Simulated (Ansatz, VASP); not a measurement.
MoS2 in VASP and in Ansatz

Contents of INCAR:

```
SYSTEM = MoS2
PREC = Accurate
ENCUT = 520
EDIFF = 1E-7
ISMEAR = -1
SIGMA = 0.15
LREAL = .FALSE.
LASPH = .TRUE.
NELM = 80
ALGO = Normal
ISIF = 2
LWAVE = .FALSE.
LCHARG = .TRUE.
LELF = .TRUE.
LVHAR = .TRUE.
NBANDS = 20
```

Contents of KPOINTS:

```
regular mesh
0
G
  11 11 11
  0 0 0
```

Contents of POSCAR:

```
MoS2
1.0
    1.5800000000      0.9122130000      6.1500000000
   -1.5800000000      0.9122130000      6.1500000000
    0.0000000000     -1.8244270000      6.1500000000
Mo S
1 2
Direct
    0.0000000000      0.0000000000      0.0000000000
    0.2500000000      0.2500000000      0.2500000000
    0.4170000000      0.4170000000      0.4170000000
```

Input for Ansatz:

```yaml
crystal:
  lattice:
    - [1.58, 0.912213, 6.15]
    - [-1.58, 0.912213, 6.15]
    - [0.0, -1.824427, 6.15]
  atoms:
    - { symbol: Mo, position: [0.0, 0.0, 0.0] }
    - { symbol: S, position: [0.25, 0.25, 0.25] }
    - { symbol: S, position: [0.417, 0.417, 0.417] }
basis:
  ecutwfc: 450.0
kpoints:
  mp_grid:
    grid: [11, 11, 11]
hamiltonian:
  xc: lda
scf:
  occupations:
    method: fermi_dirac
    width: 0.15
output:
  stress: true
```

Alike in both runs: task single point; functional LDA; k mesh 11 × 11 × 11; occupations fermi-dirac, width 0.15 eV; no spin polarisation.

|  | VASP | Ansatz |
| --- | --- | --- |
| version | VASP 6.6.1 | Ansatz 0.2.0 |
| potentials or method | VASP PAW LDA potentials, release 64 (Mo_sv, S), cutoff 520 eV | plane waves, PAW |
| valence electrons in the cell | 26 | 26 |

```tsv
	VASP	Ansatz	Ansatz less VASP
pressure (GPa)	-2.3	-2.4	-0.12
traceless stress, the component that is largest in VASP (GPa)	1.59	1.62	+0.030
```

LDA's correlation is that of Perdew and Zunger in VASP and of Perdew and Wang (1992) in Ansatz.
